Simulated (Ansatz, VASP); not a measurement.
# BAs: VASP beside Ansatz

The input INCAR:

```
PREC = Accurate
ENCUT = 520
EDIFF = 1E-8
ISMEAR = -1
SIGMA = 0.05
LREAL = False
LASPH = True
NELM = 60
ALGO = Normal
ISIF = 2
LWAVE = False
LCHARG = False
LEFG = True
NBANDS = 11
```

KPOINTS

```
Automatic mesh
0
Gamma
  13 13 13
```

Contents of POSCAR:

```
BAs
1.0
    0.0000000000      2.3397414207      2.3397414207
    2.3397414207      0.0000000000      2.3397414207
    2.3397414207      2.3397414207      0.0000000000
B As
1 1
Direct
    0.0000000000      0.0000000000      0.0000000000
    0.7500000000      0.7500000000      0.7500000000
```

Input for Ansatz:

```yaml
crystal:
  lattice:
    - [0.0, 2.3397414207, 2.3397414207]
    - [2.3397414207, 0.0, 2.3397414207]
    - [2.3397414207, 2.3397414207, 0.0]
  atoms:
    - { symbol: B, position: [0.0, 0.0, 0.0] }
    - { symbol: As, position: [0.75, 0.75, 0.75] }
kpoints:
  mp_grid: { grid: [13, 13, 13] }
scf:
  occupations: { method: fermi_dirac, width: 0.05 }
hamiltonian:
  xc: lda
  pseudopotentials: { kind: all_electron, datasets: crystal }
output:
  forces: true
  stress: true
  eigenvalues: true
  efg: { contact_densities: true }
```

Change from the starting cell: volume scaled by 0.94, crystal datasets.

Alike in both runs: task electric field gradients; functional LDA; k mesh 13 × 13 × 13; occupations fermi-dirac, width 0.05 eV; no spin polarisation.

|  | VASP | Ansatz |
| --- | --- | --- |
| version | VASP 6.6.1 | Ansatz 0.2.0 |
| potentials or method | VASP PAW LDA potentials, release 64 (B, As), cutoff 520 eV | all-electron PAW with datasets made for the crystal, scalar-relativistic |

```tsv
	VASP	Ansatz	Ansatz less VASP
pressure (GPa)	6.4	5.3	-1.12
```

LDA's correlation is that of Perdew and Zunger in VASP and of Perdew and Wang (1992) in Ansatz. Ansatz ran all-electron here, and VASP with PAW potentials.
